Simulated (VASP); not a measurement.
Set up this calculation in VASP 6.6.1, as the native input.

* Task: density of states
* Functional: PBE
* Potentials or basis: VASP PAW PBE potentials, release 64 (Fe)
* Cutoff: 520 eV
* k mesh: 17 × 17 × 17
* Occupations: fermi-dirac, width 0.03 eV
* Spin: no spin polarisation
* Dipole correction: no
* k mesh for the DOS: 26 × 26 × 26
* Occupations for the DOS: tetrahedron
* Further INCAR settings: ALGO = Normal; EDIFF = 1e-06

Fe:

```
CELL_PARAMETERS angstrom
0.00000 1.82778 1.82778
1.82778 0.00000 1.82778
1.82778 1.82778 0.00000
ATOMIC_POSITIONS crystal
Fe 0.00000 0.00000 0.00000
```

One way to write it, as run:

POSCAR

```
Fe
1.0
    0.0000000000      1.8277755852      1.8277755852
    1.8277755852      0.0000000000      1.8277755852
    1.8277755852      1.8277755852      0.0000000000
Fe
1
Direct
    0.0000000000      0.0000000000      0.0000000000
```

INCAR.step1

```
SYSTEM = Fe
PREC = Accurate ; ENCUT = 520
EDIFF = 1E-6 ; ISMEAR = -1
SIGMA = 0.03 ; LREAL = .FALSE.
LASPH = .TRUE. ; NELM = 100
ALGO = Normal ; ISIF = 2
LWAVE = .FALSE. ; LCHARG = .TRUE.
LMAXMIX = 4 ; GGA = PE
NBANDS = 10
```

KPOINTS.step1

```
Automatic mesh
0
G
  17 17 17
  0 0 0
```

INCAR.step2

```
SYSTEM = Fe
PREC = Accurate ; ENCUT = 520
EDIFF = 1E-6 ; ISMEAR = -5
SIGMA = 0.03 ; LREAL = .FALSE.
LASPH = .TRUE. ; NELM = 100
ALGO = Normal ; ISIF = 2
LWAVE = .FALSE. ; LCHARG = .FALSE.
LMAXMIX = 4 ; GGA = PE
LORBIT = 10 ; NEDOS = 1001
ICHARG = 11
```

KPOINTS.step2

```
Automatic mesh
0
G
  26 26 26
  0 0 0
```

Potentials or basis: VASP PAW PBE potentials, release 64 (Fe).

Launch:

```bash
$ cat potpaw_PBE.64/Fe/POTCAR > POTCAR
$ cp INCAR.step1 INCAR
$ cp KPOINTS.step1 KPOINTS
$ mpirun -np 1 vasp_std > vasp.out
$ cp INCAR.step2 INCAR
$ cp KPOINTS.step2 KPOINTS
$ mpirun -np 1 vasp_std > vasp.out
```

Results of the run:

| Property | Result |
| --- | --- |
| Valence electrons inside the program's atomic spheres | Fe 7.12 |

Caveat: the run has no spin polarisation, though such a crystal can be magnetic.

It took 17 s on 1 thread of Intel(R) Xeon(R) 6975P-C (Granite Rapids), with other jobs on the host, peak memory 0.17 GiB.
